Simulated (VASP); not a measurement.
Input of a VASP 6.6.1 run:

The input INCAR:

```
SYSTEM = Se
PREC = Accurate
ENCUT = 500
EDIFF = 1E-6
ISMEAR = 0
SIGMA = 0.1
LREAL = Auto
LASPH = .TRUE.
NELM = 120
ALGO = Normal
ISIF = 2
LWAVE = .FALSE.
LCHARG = .FALSE.
GGA = PE
IVDW = 12
ISYM = -1
NBANDS = 69
GGA_COMPAT = .FALSE.
```

Contents of KPOINTS:

```
explicit points
4
Reciprocal
  0.25000000   0.25000000   0.25000000 2
  0.25000000   0.25000000   0.75000000 2
  0.25000000   0.75000000   0.25000000 2
  0.25000000   0.75000000   0.75000000 2
```

Contents of POSCAR:

```
Se
1.0
    6.5492999234     -3.7812400737      0.0000000000
   -0.0000000001      7.5624801475      0.0000000000
    0.0000000000      0.0000000000      9.9072000000
Se
18
Direct
    0.1502666667      0.0751333333      0.1666666667
    0.1502666667      0.0751333333      0.6666666667
    0.8169333333      0.4084666667      0.1666666667
    0.8169333333      0.4084666667      0.6666666667
    0.4836000000      0.7418000000      0.1666666667
    0.4836000000      0.7418000000      0.6666666667
    0.9248666667      0.0751333333      0.3333333333
    0.9248666667      0.0751333333      0.8333333333
    0.5915333333      0.4084666667      0.3333333333
    0.5915333333      0.4084666667      0.8333333333
    0.2582000000      0.7418000000      0.3333333333
    0.2582000000      0.7418000000      0.8333333333
    0.2582000000      0.5164000000      0.0000000000
    0.2582000000      0.5164000000      0.5000000000
    0.9248666667      0.8497333333      0.0000000000
    0.9248666667      0.8497333333      0.5000000000
    0.5915333333      0.1830666667      0.0000000000
    0.5915333333      0.1830666667      0.5000000000
```

Potentials or basis: VASP PAW PBE potentials, release 64 (Se).

Run with:

```console
$ cat potpaw_PBE.64/Se/POTCAR > POTCAR
$ mpirun -np 1 vasp_std > vasp.out
```

(1) Predict the pressure.

(2) Predict the dispersion energy per atom.

(3) Predict the band gap on the k mesh.

(4) Predict the largest force.

Answers

(1) 0.9 GPa.

(2) -0.315 eV.

(3) 1.54 eV.

(4) 0.452 eV/Å.

Caveat: a shifted mesh leaves out Γ, where band edges can lie.
